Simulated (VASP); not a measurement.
# GaN (F-43m) in VASP: further runs, part 2 of 2

VASP 6.6.1. The steps go on from the part before.

## 3. Single point, PBE

This run uses another cell than the first one: it holds 2 atoms, not 16.

INCAR

```
ALGO = Normal ; EDIFF = 1E-7
ENCUT = 520 ; GGA = PE
ISIF = 2 ; ISMEAR = 0
LASPH = T ; LCHARG = T
LELF = T ; LREAL = F
LVHAR = T ; LWAVE = F
NBANDS = 16 ; NELM = 60
PREC = Accurate ; SIGMA = 0.01
```

KPOINTS

```
k-points
0
Gamma
  10 10 10
```

POSCAR

```
GaN
1.0
    0.0000000000      2.2497934281      2.2497934281
    2.2497934281      0.0000000000      2.2497934281
    2.2497934281      2.2497934281      0.0000000000
Ga N
1 1
Direct
    0.0000000000      0.0000000000      0.0000000000
    0.7500000000      0.7500000000      0.7500000000
```

Potentials or basis: VASP PAW PBE potentials, release 64 (Ga_d, N).

Started as:

```sh
cat potpaw_PBE.64/Ga_d/POTCAR potpaw_PBE.64/N/POTCAR > POTCAR
mpirun -np 1 vasp_std > vasp.out
```

OUTCAR:

```text
EDIFF = 1E-7
   ENCUT = 520
   GGA = PE
   ISIF = 2
   ISMEAR = 0
   LASPH = T
   LREAL = F
   NELM = 60
   PREC = Accurate

 ion  position               nearest neighbor table
   1  0.000  0.000  0.000-   2 1.95   2 1.95   2 1.95   2 1.95
   2  0.750  0.750  0.750-   1 1.95   1 1.95   1 1.95   1 1.95

  LATTYP: Found a face centered cubic cell.
 ALAT       =     4.4995868562

  Lattice vectors:

 A1 = (   0.0000000000,   2.2497934281,   2.2497934281)
 A2 = (   2.2497934281,   0.0000000000,   2.2497934281)
 A3 = (   2.2497934281,   2.2497934281,   0.0000000000)

Analysis of symmetry for initial positions (statically):
=====================================================================
 Subroutine PRICEL returns:
 Original cell was already a primitive cell.

 Routine SETGRP: Setting up the symmetry group for a
 face centered cubic supercell.

 Subroutine GETGRP returns: Found 24 space group operations
 (whereof 24 operations were pure point group operations)
 out of a pool of 48 trial point group operations.

The static configuration has the point symmetry T_d .

Analysis of symmetry for dynamics (positions and initial velocities):
=====================================================================
 Subroutine PRICEL returns:
 Original cell was already a primitive cell.

 Routine SETGRP: Setting up the symmetry group for a
 face centered cubic supercell.

 Subroutine GETGRP returns: Found 24 space group operations
 (whereof 24 operations were pure point group operations)
 out of a pool of 48 trial point group operations.

The dynamic configuration has the point symmetry T_d .

 Subroutine INISYM returns: Found 24 space group operations
 (whereof 24 operations are pure point group operations),
 and found     1 'primitive' translations

----------------------------------------------------------------------------------------

                                     Primitive cell

  volume of cell :      22.7750

  direct lattice vectors                    reciprocal lattice vectors
     0.000000000  2.249793428  2.249793428    -0.222242626  0.222242626  0.222242626
     2.249793428  0.000000000  2.249793428     0.222242626 -0.222242626  0.222242626
     2.249793428  2.249793428  0.000000000     0.222242626  0.222242626 -0.222242626

  length of vectors
     3.181688379  3.181688379  3.181688379     0.384935520  0.384935520  0.384935520

  position of ions in fractional coordinates (direct lattice)
     0.000000000  0.000000000  0.000000000
     0.750000000  0.750000000  0.750000000

  ion indices of the primitive-cell ions
   primitive index   ion index
                 1           1
                 2           2

----------------------------------------------------------------------------------------

 KPOINTS: k-points

Automatic generation of k-mesh.
 Grid dimensions read from file:
 generate k-points for:   10   10   10

 Generating k-lattice:

  Cartesian coordinates                     Fractional coordinates (reciprocal lattice)
    -0.022224263  0.022224263  0.022224263     0.100000000  0.000000000  0.000000000
     0.022224263 -0.022224263  0.022224263     0.000000000  0.100000000  0.000000000
     0.022224263  0.022224263 -0.022224263     0.000000000  0.000000000  0.100000000

  Length of vectors
     0.038493552  0.038493552  0.038493552

  Shift w.r.t. Gamma in fractional coordinates (k-lattice)
     0.000000000  0.000000000  0.000000000

 Subroutine IBZKPT returns following result:
 ===========================================

 Found     47 irreducible k-points:

 Following reciprocal coordinates:
            Coordinates               Weight
  0.000000  0.000000  0.000000      1.000000
  0.100000  0.000000  0.000000      8.000000
  0.200000  0.000000  0.000000      8.000000
  0.300000  0.000000  0.000000      8.000000
  0.400000  0.000000  0.000000      8.000000
  0.500000  0.000000  0.000000      4.000000
[... 16 lines left out ...]
  0.300000  0.300000  0.000000      6.000000
  0.400000  0.300000  0.000000     24.000000
 [... further k-points ...]
   k-points           NKPTS =     47   k-points in BZ     NKDIM =     47   number of bands    NBANDS=     16
   number of dos      NEDOS =    301   number of ions     NIONS =      2
   total plane-waves  NPLWV =  13824
   dimension x,y,z NGX =    24 NGY =   24 NGZ =   24
   dimension x,y,z NGXF=    48 NGYF=   48 NGZF=   48
   ions per type =               1   1
   NGX,Y,Z   is equivalent  to a cutoff of  12.54, 12.54, 12.54 a.u.
   NGXF,Y,Z  is equivalent  to a cutoff of  25.08, 25.08, 25.08 a.u.
 SYSTEM =  unknown system
   PREC   = accura    normal or accurate (medium, high low for compatibility)
   ISTART =      0    job   : 0-new  1-cont  2-samecut
   ICHARG =      2    charge: 1-file 2-atom 10-const
   ISPIN  =      1    spin polarized calculation?
   LNONCOLLINEAR =      F non collinear calculations
   LSORBIT =      F    spin-orbit coupling
   LASPH  =      T    aspherical Exc in radial PAW
   ENCUT  =  520.0 eV  38.22 Ry    6.18 a.u.   5.92  5.92  5.92*2*pi/ulx,y,z
   NELM   =     60;   NELMIN=  2; NELMDL= -5     # of ELM steps
   EDIFF  = 0.1E-06   stopping-criterion for ELM
   LREAL  =      F    real-space projection
   EDIFFG = 0.1E-05   stopping-criterion for IOM
   NSW    =      0    number of steps for IOM
   IBRION =     -1    ionic relax: 0-MD 1-quasi-New 2-CG
   NFREE  =      0    steps in history (QN), initial steepest desc. (CG)
   ISIF   =      2    stress and relaxation
   ISYM   =      2    0-nonsym 1-usesym 2-fastsym
   POTIM  = 0.5000    time-step for ionic-motion
   TEBEG  =    0.0;   TEEND  =   0.0 temperature during run
   PSTRESS=    0.0 pullay stress
   NELECT =      18.0000    total number of electrons
   NUPDOWN=      -1.0000    fix difference up-down
   EMIN   =  10.00;   EMAX   =-10.00  energy-range for DOS
   EFERMI =   0.00;   METHOD = LEGACY
   ISMEAR =     0;   SIGMA  =   0.01  broadening in eV -4-tet -1-fermi 0-gaus
   EFERMI_NEDOS =   21; number of points for ismear=-14 and -15
   IALGO  =     38    algorithm
   IMIX   =      4    mixing-type and parameters
     AMIX     =   0.40;   BMIX     =  1.00
     AMIX_MAG =   1.60;   BMIX_MAG =  1.00
  volume/ion in A,a.u.               =      11.39        76.85
  Fermi-wavevector in a.u.,A,eV,Ry     =   1.513607  2.860302 31.171016  2.291005
  Thomas-Fermi vector in A             =   2.623375
   LORBIT       =      0    0 simple, 1 ext, 2 COOP (PROOUT), +10 PAW based schemes
   GGA     = PE    functional components
   LHFCALC =     F    Hartree Fock is set to
   AEXX    =    0.0000 exact exchange contribution
   IVDW    =     0    specifies the selected vdW correction
   LEPSILON=     F    determine dielectric tensor
   LRPA    =     F    only Hartree local field effects (RPA)
 non-spin polarized calculation
 Gauss-broadening in eV      SIGMA  =   0.01
  energy-cutoff  :      520.00
  volume of cell :       22.77
 maximum number of plane-waves:       622
   NGX = 11   NGY = 11   NGZ = 11

 number of electron      18.0000008 magnetization

 Free energy of the ion-electron system (eV)
  ---------------------------------------------------
  ext. energy  EPLUGINS =         0.00000000
  ---------------------------------------------------
  free energy    TOTEN  =       -12.13922814 eV

  energy without entropy =      -12.13922814  energy(sigma->0) =      -12.13922814

 E-fermi :   5.3938     XC(G=0): -11.6933

 val. band max:        5.3350066173   @ k =   0.0000   0.0000   0.0000
 cond. band min:       7.0913993586   @ k =   0.0000   0.0000   0.0000
 fundamental gap:      1.7563927414
 Fermi energy:         5.3937550649

 k-point     1 :       0.0000    0.0000    0.0000
  band No.  band energies     occupation
      1     -10.6408      2.00000
      2      -8.1106      2.00000
      3      -8.1106      2.00000
      4      -8.1106      2.00000
      5      -7.7858      2.00000
      6      -7.7858      2.00000
[... 8 lines left out ...]
     15      24.2284      0.00000
     16      24.2284      0.00000

 k-point     2 :       0.1000    0.0000    0.0000
  band No.  band energies     occupation
      1     -10.5296      2.00000
      2      -8.0967      2.00000
      3      -8.0967      2.00000
      4      -8.0720      2.00000
      5      -7.7871      2.00000
      6      -7.7871      2.00000
[... 8 lines left out ...]
     15      22.9240      0.00000
     16      22.9433      0.00000
[... 387 lines left out ...]
      5      -7.7349      2.00000
      6      -7.3250      2.00000
[... 8 lines left out ...]
     15      27.4203      0.00000
     16      27.8804      0.00000

 k-point    24 :       0.4000    0.3000    0.0000
  band No.  band energies     occupation
      1      -9.6503      2.00000
      2      -7.9798      2.00000
      3      -7.8832      2.00000
      4      -7.8827      2.00000
      5      -7.7246      2.00000
      6      -6.8696      2.00000
[... 8 lines left out ...]
     15      27.7282      0.00000
     16      27.8172      0.00000

 [... further k-points ...]
[... 5 lines left out ...]
  --------------------------------------------------------------------------------------
  -------------------------------------------------------------------------------------
  Total        0.8563328      0.8563328      0.8563328      0.0000000     -0.0000000      0.0000000
  in kB       60.2414265     60.2414265     60.2414265      0.0000000     -0.0000000      0.0000000
  external PRESSURE =      60.2414265 kB  Pullay stress =       0.0000000 kB

 VOLUME and BASIS-vectors are now :
 -----------------------------------------------------------------------------
  energy-cutoff  :      520.00
  volume of cell :       22.77
      direct lattice vectors                 reciprocal lattice vectors
     0.000000000  2.249793428  2.249793428    -0.222242626  0.222242626  0.222242626
     2.249793428  0.000000000  2.249793428     0.222242626 -0.222242626  0.222242626
     2.249793428  2.249793428  0.000000000     0.222242626  0.222242626 -0.222242626

 POSITION                                       TOTAL-FORCE (eV/Angst)
 -----------------------------------------------------------------------------------
      0.00000      0.00000      0.00000         0.000000      0.000000      0.000000
      3.37469      3.37469      3.37469        -0.000000     -0.000000     -0.000000
 -----------------------------------------------------------------------------------
    total drift:                               -0.000002     -0.000002     -0.000002

  FREE ENERGIE OF THE ION-ELECTRON SYSTEM (eV)
  ---------------------------------------------------
  free  energy   TOTEN  =       -12.1392281410 eV

  energy  without entropy=      -12.1392281410  energy(sigma->0) =      -12.13922814
```

OSZICAR:

```text
N       E                     dE             d eps       ncg     rms          rms(c)
DAV:   1     0.807088716504E+02    0.80709E+02   -0.91803E+03  1712   0.200E+03
DAV:   2    -0.830155484756E+01   -0.89010E+02   -0.82371E+02  1712   0.330E+02
DAV:   3    -0.140830572652E+02   -0.57815E+01   -0.57598E+01  1776   0.707E+01
DAV:   4    -0.141469654107E+02   -0.63908E-01   -0.63903E-01  1856   0.788E+00
DAV:   5    -0.141478053179E+02   -0.83991E-03   -0.83990E-03  1824   0.820E-01    0.774E+00
DAV:   6    -0.121377956505E+02    0.20100E+01   -0.49069E+00  2272   0.399E+01    0.268E+00
DAV:   7    -0.121468098374E+02   -0.90142E-02   -0.32231E-01  1608   0.657E+00    0.177E+00
DAV:   8    -0.121431335576E+02    0.36763E-02   -0.56950E-02  1720   0.327E+00    0.785E-01
DAV:   9    -0.121389689954E+02    0.41646E-02   -0.14375E-02  2280   0.275E+00    0.198E-01
DAV:  10    -0.121393244431E+02   -0.35545E-03   -0.15343E-03  1760   0.548E-01    0.964E-02
DAV:  11    -0.121392230419E+02    0.10140E-03   -0.29336E-04  2224   0.261E-01    0.866E-03
DAV:  12    -0.121392284662E+02   -0.54242E-05   -0.30852E-05  1760   0.533E-02    0.109E-02
DAV:  13    -0.121392282181E+02    0.24804E-06   -0.78284E-07  1800   0.146E-02    0.316E-03
DAV:  14    -0.121392281410E+02    0.77156E-07   -0.51863E-08  1424   0.287E-03
   1 F= -.12139228E+02 E0= -.12139228E+02  d E =-.173497E-19
```

stdout:

```text
POSCAR found type information on POSCAR GaN
 POSCAR found :  2 types and       2 ions
 scaLAPACK will be used
 LDA part: xc-table for (Slater+PW92), standard interpolation
 POSCAR, INCAR and KPOINTS ok, starting setup
 FFT: planning ... GRIDC
 FFT: planning ... GRID_SOFT
 FFT: planning ... GRID
 WAVECAR not read
 entering main loop
```

Wall time 8.7 s (1 thread of Intel Xeon Platinum 8488C (Sapphire Rapids), shared host); peak memory 0.14 GiB.

Results:

```yaml
Free_energy: -12.1392 eV
Pressure: 6.0 GPa
Band_gap_on_the_k_mesh: 1.76 eV, direct
```

Expect the measured gap to be larger: semilocal functionals such as PBE lack the derivative discontinuity.

## 4. Single point, PBE

This run uses another cell than the first one: it holds 2 atoms, not 16.

INCAR

```
ALGO = Normal ; EDIFF = 1E-7
ENCUT = 520 ; GGA = PE
ISIF = 2 ; ISMEAR = 0
LASPH = T ; LCHARG = F
LREAL = F ; LWAVE = F
NBANDS = 16 ; NELM = 60
PREC = Accurate ; SIGMA = 0.01
```

KPOINTS is that of step 3.

POSCAR

```
GaN
1.0
    0.0000000000      2.2742384873      2.2742384873
    2.2742384873      0.0000000000      2.2742384873
    2.2742384873      2.2742384873      0.0000000000
Ga N
1 1
Direct
    0.0000000000      0.0000000000      0.0000000000
    0.7500000000      0.7500000000      0.7500000000
```

Potentials or basis: VASP PAW PBE potentials, release 64 (Ga_d, N).

Started as:

```sh
cat potpaw_PBE.64/Ga_d/POTCAR potpaw_PBE.64/N/POTCAR > POTCAR
mpirun -np 1 vasp_std > vasp.out
```

OUTCAR:

```text
EDIFF = 1E-7
   ENCUT = 520
   GGA = PE
   ISIF = 2
   ISMEAR = 0
   LASPH = T
   LREAL = F
   NELM = 60
   PREC = Accurate

 ion  position               nearest neighbor table
   1  0.000  0.000  0.000-   2 1.97   2 1.97   2 1.97   2 1.97
   2  0.750  0.750  0.750-   1 1.97   1 1.97   1 1.97   1 1.97

  LATTYP: Found a face centered cubic cell.
 ALAT       =     4.5484769746

  Lattice vectors:

 A1 = (   0.0000000000,   2.2742384873,   2.2742384873)
 A2 = (   2.2742384873,   0.0000000000,   2.2742384873)
 A3 = (   2.2742384873,   2.2742384873,   0.0000000000)

Analysis of symmetry for initial positions (statically):
=====================================================================
 Subroutine PRICEL returns:
 Original cell was already a primitive cell.

 Routine SETGRP: Setting up the symmetry group for a
 face centered cubic supercell.

 Subroutine GETGRP returns: Found 24 space group operations
 (whereof 24 operations were pure point group operations)
 out of a pool of 48 trial point group operations.

[... 155 lines left out ...]
  ---------------------------------------------------
  ext. energy  EPLUGINS =         0.00000000
  ---------------------------------------------------
  free energy    TOTEN  =       -12.15355507 eV

  energy without entropy =      -12.15355507  energy(sigma->0) =      -12.15355507

 E-fermi :   5.0772     XC(G=0): -11.5206

 val. band max:        4.9868079714   @ k =   0.0000   0.0000   0.0000
 cond. band min:       6.5339488891   @ k =   0.0000   0.0000   0.0000
 fundamental gap:      1.5471409177
 Fermi energy:         5.0771962561

 k-point     1 :       0.0000    0.0000    0.0000
  band No.  band energies     occupation
      1     -10.7158      2.00000
      2      -8.4355      2.00000
      3      -8.4355      2.00000
      4      -8.4355      2.00000
      5      -8.1427      2.00000
      6      -8.1427      2.00000
[... 433 lines left out ...]
      3      -8.2291      2.00000
      4      -8.2290      2.00000
      5      -8.0868      2.00000
      6      -7.1857      2.00000
[... 8 lines left out ...]
     15      26.8471      0.00000
     16      27.1165      0.00000

 [... further k-points ...]
[... 5 lines left out ...]
  --------------------------------------------------------------------------------------
  -------------------------------------------------------------------------------------
  Total        0.0123399      0.0123399      0.0123399     -0.0000000      0.0000000      0.0000000
  in kB        0.8403946      0.8403946      0.8403946     -0.0000000      0.0000000      0.0000000
  external PRESSURE =       0.8403946 kB  Pullay stress =       0.0000000 kB

 VOLUME and BASIS-vectors are now :
 -----------------------------------------------------------------------------
  energy-cutoff  :      520.00
  volume of cell :       23.53
      direct lattice vectors                 reciprocal lattice vectors
     0.000000000  2.274238487  2.274238487    -0.219853812  0.219853812  0.219853812
     2.274238487  0.000000000  2.274238487     0.219853812 -0.219853812  0.219853812
     2.274238487  2.274238487  0.000000000     0.219853812  0.219853812 -0.219853812

 POSITION                                       TOTAL-FORCE (eV/Angst)
 -----------------------------------------------------------------------------------
      0.00000      0.00000      0.00000         0.000000      0.000000      0.000000
      3.41136      3.41136      3.41136        -0.000000     -0.000000     -0.000000
 -----------------------------------------------------------------------------------
    total drift:                               -0.000002     -0.000002     -0.000001

  FREE ENERGIE OF THE ION-ELECTRON SYSTEM (eV)
  ---------------------------------------------------
  free  energy   TOTEN  =       -12.1535550670 eV

  energy  without entropy=      -12.1535550670  energy(sigma->0) =      -12.15355507
```

Run time: 8.6 s. Hardware: 1 thread of Intel Xeon Platinum 8488C (Sapphire Rapids), shared host; peak memory 0.14 GiB.

Results:

```yaml
Free_energy: -12.1536 eV
Pressure: 0.1 GPa
Band_gap_on_the_k_mesh: 1.55 eV, direct
```

A hybrid or GW would open this gap; PBE tends to underestimate it.

## 5. Summary

| cell | k mesh | gap on the mesh (eV) | pressure (GPa) |
| --- | --- | --- | --- |
| a = 6.433 Å, angles 60.0°, 16 atoms | 3 × 3 × 3 | 1.54 | 0.0 |
| a = 3.182 Å, angles 60.0°, 2 atoms | 10 × 10 × 10 | 1.76 | 6.0 |
| a = 3.216 Å, angles 60.0°, 2 atoms | 10 × 10 × 10 | 1.55 | 0.1 |

Alike in all rows: task single point; level PBE; potentials or basis VASP PAW PBE potentials, release 64 (Ga_d, N); no spin polarisation; cutoff (eV) 520; smearing gaussian 0.01 eV.

Total energies depend on the potentials used, so only differences within one code and one set of settings carry meaning.
